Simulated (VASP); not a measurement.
# Os (Pm-3m) in VASP: notebook

Runs on Os. Level: PBE. Tasks: single point.

Program: VASP 6.6.1. These are calculated values, not measurements. Logs are shortened: lines on timing, memory, paths and dates and some standing lists are left out, and cuts for length are marked.

**1. The cell of the first run**

It takes space group Pm-3m (No. 221, cubic). The conventional cell has a = 2.591 Å, b = 2.591 Å, c = 2.591 Å, α = 90.00°, β = 90.00°, γ = 90.00°. Within 3.4 Å of Os (site symmetry m-3m) lie 6 Os at 2.59 Å.

**2. Single point, PBE (volume scaled by 1.04)**

File INCAR:

```
SYSTEM = Os
PREC = Accurate
ENCUT = 520
EDIFF = 1E-6
ISMEAR = -1
SIGMA = 0.1
LREAL = .FALSE.
LASPH = .TRUE.
NELM = 60
ALGO = Normal
ISIF = 2
LWAVE = .FALSE.
LCHARG = .FALSE.
GGA = PE
NBANDS = 10
```

File KPOINTS:

```
regular mesh
0
G
  14 14 14
  0 0 0
```

File POSCAR:

```
Os
1.0
    2.5912742966      0.0000000000      0.0000000000
    0.0000000000      2.5912742966      0.0000000000
    0.0000000000      0.0000000000      2.5912742966
Os
1
Direct
    0.0000000000      0.0000000000      0.0000000000
```

Potentials or basis: VASP PAW PBE potentials, release 64 (Os).

The run is started by

```console
> cat potpaw_PBE.64/Os/POTCAR > POTCAR
> mpirun -np 1 vasp_std > vasp.out
```

OUTCAR:

```text
SYSTEM = Os
   PREC = Accurate
   ENCUT = 520
   EDIFF = 1E-6
   ISMEAR = -1
   LREAL = .FALSE.
   LASPH = .TRUE.
   NELM = 60
   ISIF = 2
   GGA = PE

 ion  position               nearest neighbor table
   1  0.000  0.000  0.000-

  LATTYP: Found a simple cubic cell.
 ALAT       =     2.5912742966

  Lattice vectors:

 A1 = (   2.5912742966,   0.0000000000,   0.0000000000)
 A2 = (   0.0000000000,   2.5912742966,   0.0000000000)
 A3 = (   0.0000000000,   0.0000000000,   2.5912742966)

Analysis of symmetry for initial positions (statically):
=====================================================================
 Subroutine PRICEL returns:
 Original cell was already a primitive cell.

 Routine SETGRP: Setting up the symmetry group for a
 simple cubic supercell.

 Subroutine GETGRP returns: Found 48 space group operations
 (whereof 48 operations were pure point group operations)
 out of a pool of 48 trial point group operations.

The static configuration has the point symmetry O_h .

Analysis of symmetry for dynamics (positions and initial velocities):
=====================================================================
 Subroutine PRICEL returns:
 Original cell was already a primitive cell.

 Routine SETGRP: Setting up the symmetry group for a
 simple cubic supercell.

 Subroutine GETGRP returns: Found 48 space group operations
 (whereof 48 operations were pure point group operations)
 out of a pool of 48 trial point group operations.

The dynamic configuration has the point symmetry O_h .

 Subroutine INISYM returns: Found 48 space group operations
 (whereof 48 operations are pure point group operations),
 and found     1 'primitive' translations

----------------------------------------------------------------------------------------

                                     Primitive cell

  volume of cell :      17.3996

  direct lattice vectors                    reciprocal lattice vectors
     2.591274297  0.000000000  0.000000000     0.385910516  0.000000000  0.000000000
     0.000000000  2.591274297  0.000000000     0.000000000  0.385910516  0.000000000
     0.000000000  0.000000000  2.591274297     0.000000000  0.000000000  0.385910516

  length of vectors
     2.591274297  2.591274297  2.591274297     0.385910516  0.385910516  0.385910516

  position of ions in fractional coordinates (direct lattice)
     0.000000000  0.000000000  0.000000000

  ion indices of the primitive-cell ions
   primitive index   ion index
                 1           1

----------------------------------------------------------------------------------------

 KPOINTS: regular mesh

Automatic generation of k-mesh.
 Grid dimensions read from file:
 generate k-points for:   14   14   14

 Generating k-lattice:

  Cartesian coordinates                     Fractional coordinates (reciprocal lattice)
     0.027565037  0.000000000  0.000000000     0.071428571  0.000000000  0.000000000
     0.000000000  0.027565037  0.000000000     0.000000000  0.071428571  0.000000000
     0.000000000  0.000000000  0.027565037     0.000000000  0.000000000  0.071428571

  Length of vectors
     0.027565037  0.027565037  0.027565037

  Shift w.r.t. Gamma in fractional coordinates (k-lattice)
     0.000000000  0.000000000  0.000000000

 Subroutine IBZKPT returns following result:
 ===========================================

 Found    120 irreducible k-points:

 Following reciprocal coordinates:
            Coordinates               Weight
  0.000000  0.000000  0.000000      1.000000
  0.071429  0.000000  0.000000      6.000000
  0.142857  0.000000  0.000000      6.000000
  0.214286  0.000000  0.000000      6.000000
  0.285714  0.000000  0.000000      6.000000
  0.357143  0.000000  0.000000      6.000000
[... 16 lines left out ...]
  0.285714  0.214286  0.000000     24.000000
  0.357143  0.214286  0.000000     24.000000
 [... further k-points ...]
   k-points           NKPTS =    120   k-points in BZ     NKDIM =    120   number of bands    NBANDS=     10
   number of dos      NEDOS =    301   number of ions     NIONS =      1
   total plane-waves  NPLWV =   8000
   dimension x,y,z NGX =    20 NGY =   20 NGZ =   20
   dimension x,y,z NGXF=    40 NGYF=   40 NGZF=   40
   ions per type =               1
   NGX,Y,Z   is equivalent  to a cutoff of  12.83, 12.83, 12.83 a.u.
   NGXF,Y,Z  is equivalent  to a cutoff of  25.66, 25.66, 25.66 a.u.
 SYSTEM =  Os
   PREC   = accura    normal or accurate (medium, high low for compatibility)
   ISTART =      0    job   : 0-new  1-cont  2-samecut
   ICHARG =      2    charge: 1-file 2-atom 10-const
   ISPIN  =      1    spin polarized calculation?
   LNONCOLLINEAR =      F non collinear calculations
   LSORBIT =      F    spin-orbit coupling
   LASPH  =      T    aspherical Exc in radial PAW
   ENCUT  =  520.0 eV  38.22 Ry    6.18 a.u.   4.82  4.82  4.82*2*pi/ulx,y,z
   NELM   =     60;   NELMIN=  2; NELMDL= -5     # of ELM steps
   EDIFF  = 0.1E-05   stopping-criterion for ELM
   LREAL  =      F    real-space projection
   EDIFFG = 0.1E-04   stopping-criterion for IOM
   NSW    =      0    number of steps for IOM
   IBRION =     -1    ionic relax: 0-MD 1-quasi-New 2-CG
   NFREE  =      0    steps in history (QN), initial steepest desc. (CG)
   ISIF   =      2    stress and relaxation
   ISYM   =      2    0-nonsym 1-usesym 2-fastsym
   POTIM  = 0.5000    time-step for ionic-motion
   TEBEG  =    0.0;   TEEND  =   0.0 temperature during run
   PSTRESS=    0.0 pullay stress
   NELECT =       8.0000    total number of electrons
   NUPDOWN=      -1.0000    fix difference up-down
   EMIN   =  10.00;   EMAX   =-10.00  energy-range for DOS
   EFERMI =   0.00;   METHOD = LEGACY
   ISMEAR =    -1;   SIGMA  =   0.10  broadening in eV -4-tet -1-fermi 0-gaus
   EFERMI_NEDOS =   21; number of points for ismear=-14 and -15
   IALGO  =     38    algorithm
   IMIX   =      4    mixing-type and parameters
     AMIX     =   0.40;   BMIX     =  1.00
     AMIX_MAG =   1.60;   BMIX_MAG =  1.00
  volume/ion in A,a.u.               =      17.40       117.42
  Fermi-wavevector in a.u.,A,eV,Ry     =   1.263547  2.387758 21.722399  1.596551
  Thomas-Fermi vector in A             =   2.396898
   LORBIT       =      0    0 simple, 1 ext, 2 COOP (PROOUT), +10 PAW based schemes
   GGA     = PE    functional components
   LHFCALC =     F    Hartree Fock is set to
   AEXX    =    0.0000 exact exchange contribution
   IVDW    =     0    specifies the selected vdW correction
   LEPSILON=     F    determine dielectric tensor
   LRPA    =     F    only Hartree local field effects (RPA)
 non-spin polarized calculation
  energy-cutoff  :      520.00
  volume of cell :       17.40
 maximum number of plane-waves:       480
 NGX is ok and might be reduce to    20
   NGX =  9   NGY =  9   NGZ =  9

 number of electron       8.0000001 magnetization

 Free energy of the ion-electron system (eV)
  ---------------------------------------------------
  ext. energy  EPLUGINS =         0.00000000
  ---------------------------------------------------
  free energy    TOTEN  =        -9.73164909 eV

  energy without entropy =       -9.67562859  energy(sigma->0) =       -9.70363884

 E-fermi :   6.6435     XC(G=0): -12.6520

 val. band max:        6.6388839810   @ k =   0.2143   0.1429   0.0714
 cond. band min:       6.6682398539   @ k =   0.2857   0.0714   0.0714
 fundamental gap:      0.0293558729
 Fermi energy:         6.6434679927

 k-point     1 :       0.0000    0.0000    0.0000
  band No.  band energies     occupation
      1      -2.4583      2.00000
      2       1.0461      2.00000
      3       1.0461      2.00000
      4       8.7671      0.00000
      5       8.7671      0.00000
      6       8.7671      0.00000
      7      21.8484      0.00000
      8      21.8484      0.00000
      9      21.8484      0.00000
     10      27.6977      0.00000

 k-point     2 :       0.0714    0.0000    0.0000
  band No.  band energies     occupation
      1      -2.2995      2.00000
      2       1.0817      2.00000
      3       1.2045      2.00000
      4       8.5700      0.00000
      5       8.5700      0.00000
      6       8.7819      0.00000
      7      20.8710      0.00000
      8      22.1627      0.00000
      9      22.1627      0.00000
     10      28.3740      0.00000

 k-point     3 :       0.1429    0.0000    0.0000
  band No.  band energies     occupation
      1      -1.8614      2.00000
      2       1.1833      2.00000
      3       1.6841      2.00000
      4       8.0570      0.00000
      5       8.0570      0.00000
      6       8.8235      0.00000
      7      18.9722      0.00000
      8      23.0154      0.00000
      9      23.0154      0.00000
     10      27.6908      0.00000

 k-point     4 :       0.2143    0.0000    0.0000
  band No.  band energies     occupation
      1      -1.2445      2.00000
      2       1.3342      2.00000
      3       2.4777      2.00000
      4       7.3960      0.00108
      5       7.3960      0.00108
      6       8.8842      0.00000
      7      17.0418      0.00000
      8      24.2073      0.00000
      9      24.2073      0.00000
     10      25.8881      0.00000
[... 222 lines left out ...]
 k-point    22 :       0.2143    0.2143    0.0000
  band No.  band energies     occupation
      1      -0.0795      2.00000
      2       2.2106      2.00000
      3       3.2491      2.00000
      4       5.9963      1.99691
      5       7.4249      0.00081
      6       7.7253      0.00004
      7      18.7059      0.00000
      8      19.1129      0.00000
      9      26.1821      0.00000
     10      26.7075      0.00000

 k-point    23 :       0.2857    0.2143    0.0000
  band No.  band energies     occupation
      1       0.4942      2.00000
      2       2.4393      2.00000
      3       3.9127      2.00000
      4       5.8276      1.99943
      5       6.9163      0.12264
      6       7.7041      0.00005
      7      16.9496      0.00000
      8      19.9922      0.00000
      9      25.4988      0.00000
     10      28.1107      0.00000

 k-point    24 :       0.3571    0.2143    0.0000
  band No.  band energies     occupation
      1       1.0065      2.00000
      2       2.5253      2.00000
      3       3.9458      2.00000
      4       6.4143      1.81633
      5       6.7795      0.40851
      6       7.7804      0.00002
      7      15.2826      0.00000
      8      21.0599      0.00000
      9      24.6993      0.00000
     10      28.8570      0.00000

 [... further k-points ...]
[... 5 lines left out ...]
  --------------------------------------------------------------------------------------
  -------------------------------------------------------------------------------------
  Total       -1.0476373     -1.0476373     -1.0476373     -0.0000000     -0.0000000     -0.0000000
  in kB      -96.4675784    -96.4675784    -96.4675784     -0.0000000     -0.0000000     -0.0000000
  external PRESSURE =     -96.4675784 kB  Pullay stress =       0.0000000 kB

 VOLUME and BASIS-vectors are now :
 -----------------------------------------------------------------------------
  energy-cutoff  :      520.00
  volume of cell :       17.40
      direct lattice vectors                 reciprocal lattice vectors
     2.591274297  0.000000000  0.000000000     0.385910516  0.000000000  0.000000000
     0.000000000  2.591274297  0.000000000     0.000000000  0.385910516  0.000000000
     0.000000000  0.000000000  2.591274297     0.000000000  0.000000000  0.385910516

 POSITION                                       TOTAL-FORCE (eV/Angst)
 -----------------------------------------------------------------------------------
      0.00000      0.00000      0.00000         0.000000      0.000000      0.000000
 -----------------------------------------------------------------------------------
    total drift:                               -0.000000      0.000000      0.000000

  FREE ENERGIE OF THE ION-ELECTRON SYSTEM (eV)
  ---------------------------------------------------
  free  energy   TOTEN  =        -9.7316490929 eV

  energy  without entropy=       -9.6756285870  energy(sigma->0) =       -9.70363884
```

It took 6 s on 1 thread of Intel Xeon 6975P-C (Granite Rapids), shared host; peak memory 0.14 GiB.

What came out:

- Free energy: -9.7316 eV
- Pressure: -9.6 GPa
- Band gap on the k mesh: zero (band 4 reaches 11.22 eV, above the bottom of band 5 at 5.75 eV)

Caveat: the cell differs from its parent crystal (volume scaled by 1.04); spin-orbit coupling is left out, which moves the levels of the heavy elements.

**3. Single point, PBE (volume scaled by 1.08)**

File INCAR:

```
PREC = Accurate ; ENCUT = 520
EDIFF = 1E-6 ; ISMEAR = -1
SIGMA = 0.1 ; LREAL = F
LASPH = T ; NELM = 80
ALGO = Normal ; ISIF = 2
LWAVE = F ; LCHARG = F
GGA = PE ; NBANDS = 10
```

File KPOINTS:

```
regular mesh
0
Gamma
  14 14 14
```

File POSCAR:

```
Os
1.0
    2.6240787196      0.0000000000      0.0000000000
    0.0000000000      2.6240787196      0.0000000000
    0.0000000000      0.0000000000      2.6240787196
Os
1
Direct
    0.0000000000      0.0000000000      0.0000000000
```

Potentials or basis: VASP PAW PBE potentials, release 64 (Os).

The run is started by

```console
> cat potpaw_PBE.64/Os/POTCAR > POTCAR
> mpirun -np 1 vasp_std > vasp.out
```

Wall time 6 s (1 thread of Intel Xeon 6975P-C (Granite Rapids), shared host); peak memory 0.13 GiB.

It converged, with:

```yaml
Free_energy: -9.6750 eV
Pressure: -17.4 GPa
Band_gap_on_the_k_mesh: zero (band 4 reaches 10.48 eV, above the bottom of band 5 at 5.34 eV)
```

Levels at points of the mesh, in eV from the Fermi level:
```csv
k point,band 1,band 2,band 3,band 4,band 5,band 6,band 7,band 8,band 9
"(0.00, 0.00, 0.00)",-8.80,-5.31,-5.31,1.99,1.99,1.99,14.94,14.94,14.94
"(0.50, 0.00, 0.00)",-5.76,-4.57,-0.91,-0.83,-0.83,2.28,6.33,15.59,19.35
"(0.50, 0.50, 0.00)",-5.88,-4.12,-0.29,-0.29,4.11,4.32,4.32,11.35,13.94
"(0.50, 0.50, 0.50)",-4.61,-4.61,-4.61,4.31,4.31,8.76,10.38,10.38,10.38
```

Caveat: the cell differs from its parent crystal (volume scaled by 1.08); spin-orbit coupling is left out, which moves the levels of the heavy elements.

**4. Single point, PBE (volume scaled by 1.12)**

File INCAR:

```
ALGO = Normal ; EDIFF = 1E-6
ENCUT = 520 ; GGA = PE
ISIF = 2 ; ISMEAR = -1
LASPH = True ; LCHARG = False
LREAL = False ; LWAVE = False
NBANDS = 10 ; NELM = 80
PREC = Accurate ; SIGMA = 0.1
```

File KPOINTS:

```
k-points
0
Gamma
  14 14 14
```

File POSCAR:

```
Os
1.0
    2.6560828337      0.0000000000      0.0000000000
    0.0000000000      2.6560828337      0.0000000000
    0.0000000000      0.0000000000      2.6560828337
Os
1
Direct
    0.0000000000      0.0000000000      0.0000000000
```

The run is started by

```console
> cat potpaw_PBE.64/Os/POTCAR > POTCAR
> mpirun -np 1 vasp_std > vasp.out
```

Wall time 6 s (1 thread of Intel Xeon 6975P-C (Granite Rapids), shared host); peak memory 0.14 GiB.

Results (log left out):

| Quantity | Value |
| --- | --- |
| Free energy | -9.5894 eV |
| Pressure | -23.5 GPa |
| Band gap on the k mesh | zero (band 4 reaches 9.79 eV, above the bottom of band 5 at 4.95 eV) |

Levels at points of the mesh, in eV from the Fermi level:
| k point | band 2 | band 3 | band 4 | band 5 | band 6 | band 7 |
| --- | --- | --- | --- | --- | --- | --- |
| (0.00, 0.00, 0.00) | -5.05 | -5.05 | 1.87 | 1.87 | 1.87 | 14.69 |
| (0.50, 0.00, 0.00) | -4.35 | -0.81 | -0.78 | -0.78 | 2.14 | 6.01 |
| (0.50, 0.50, 0.00) | -3.95 | -0.27 | -0.27 | 3.87 | 4.24 | 4.24 |
| (0.50, 0.50, 0.50) | -4.35 | -4.35 | 4.06 | 4.06 | 8.87 | 10.05 |

Caveat: the cell differs from its parent crystal (volume scaled by 1.12); spin-orbit coupling is left out, which moves the levels of the heavy elements.

**5. Single point, PBE**

This run uses another cell than the first one, of 16.73 Å³/atom, 0.962 times its volume.

File INCAR:

```
SYSTEM = Os
PREC = Accurate
ENCUT = 520
EDIFF = 1E-6
ISMEAR = -1
SIGMA = 0.1
LREAL = .False.
LASPH = .True.
NELM = 80
ALGO = Normal
ISIF = 2
LWAVE = .False.
LCHARG = .False.
GGA = PE
NBANDS = 10
```

File KPOINTS:

```
Automatic mesh
0
Gamma
  20 20 20
  0 0 0
```

File POSCAR:

```
Os
1.0
    2.5576175742      0.0000000000      0.0000000000
    0.0000000000      2.5576175742      0.0000000000
    0.0000000000      0.0000000000      2.5576175742
Os
1
Direct
    0.0000000000      0.0000000000      0.0000000000
```

The run is started by

```console
> cat potpaw_PBE.64/Os/POTCAR > POTCAR
> mpirun -np 1 vasp_std > vasp.out
```

Run time: 12 s. Hardware: 1 thread of Intel Xeon 6975P-C (Granite Rapids), shared host; peak memory 0.17 GiB.

It converged, with:

```
Free energy            : -9.7569 eV
Pressure               : -0.3 GPa
Band gap on the k mesh : zero (band 4 reaches 12.03 eV, above the bottom of band 5 at 6.04 eV)
```

Levels at points of the mesh, in eV from the Fermi level:
| k point | band 1 | band 2 | band 3 | band 4 | band 5 | band 6 | band 7 | band 8 | band 9 |
| --- | --- | --- | --- | --- | --- | --- | --- | --- | --- |
| (0.00, 0.00, 0.00) | -9.44 | -5.93 | -5.93 | 2.25 | 2.25 | 2.25 | 15.47 | 15.47 | 15.47 |
| (0.50, 0.00, 0.00) | -6.24 | -5.10 | -1.16 | -0.98 | -0.98 | 2.58 | 7.06 | 15.68 | 19.97 |
| (0.50, 0.50, 0.00) | -6.64 | -4.53 | -0.35 | -0.35 | 4.47 | 4.47 | 4.63 | 12.61 | 14.58 |
| (0.50, 0.50, 0.50) | -5.21 | -5.21 | -5.21 | 4.86 | 4.86 | 8.49 | 11.13 | 11.13 | 11.13 |

Caveat: spin-orbit coupling is left out, which moves the levels of the heavy elements.

**6. The runs side by side**

| cell | k mesh | gap on the mesh (eV) | pressure (GPa) |
| --- | --- | --- | --- |
| a = 2.591 Å, 1 atom | 14 × 14 × 14 | none | -9.6 |
| a = 2.624 Å, 1 atom | 14 × 14 × 14 | none | -17.4 |
| a = 2.656 Å, 1 atom | 14 × 14 × 14 | none | -23.5 |
| a = 2.558 Å, 1 atom | 20 × 20 × 20 | none | -0.3 |

Alike in all rows: task single point; level PBE; potentials or basis VASP PAW PBE potentials, release 64 (Os); no spin polarisation; cutoff (eV) 520; smearing fermi-dirac 0.1 eV.

Caveats: spin-orbit coupling is left out, which moves the levels of the heavy elements.

Total energies depend on the potentials used, so only differences within one code and one set of settings carry meaning.
